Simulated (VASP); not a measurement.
Input of a VASP 6.6.1 run:

The input INCAR:

```
PREC = Accurate
ENCUT = 520
EDIFF = 1E-6
ISMEAR = 0
SIGMA = 0.02
LREAL = F
LASPH = T
NELM = 80
ALGO = Normal
ISIF = 2
LWAVE = F
LCHARG = F
GGA = PE
NBANDS = 31
```

File KPOINTS:

```
regular mesh
0
Gamma
  12 12 12
```

Contents of POSCAR:

```
AlGa2N3
1.0
   -1.6431933572      1.6431933572      6.9577035554
    1.6431933572     -1.6431933572      6.9577035554
    1.6431933572      1.6431933572     -6.9577035554
Al Ga N
1 2 3
Direct
    0.5000000000      0.5000000000      0.0000000000
    0.8353145493      0.8353145493      0.0000000000
    0.1646854507      0.1646854507      0.0000000000
    0.4215474519      0.9215474519      0.5000000000
    0.0784525481      0.5784525481      0.5000000000
    0.7500000000      0.2500000000      0.5000000000
```

Potentials or basis: VASP PAW PBE potentials, release 64 (Al, Ga_d, N).

Launch:

```bash
$ cat potpaw_PBE.64/Al/POTCAR potpaw_PBE.64/Ga_d/POTCAR potpaw_PBE.64/N/POTCAR > POTCAR
$ mpirun -np 1 vasp_std > vasp.out
```

(1) Predict the band gap on the k mesh.

(2) Estimate the pressure.

Answers

(1) 1.60 eV, direct.

(2) -13.9 GPa.
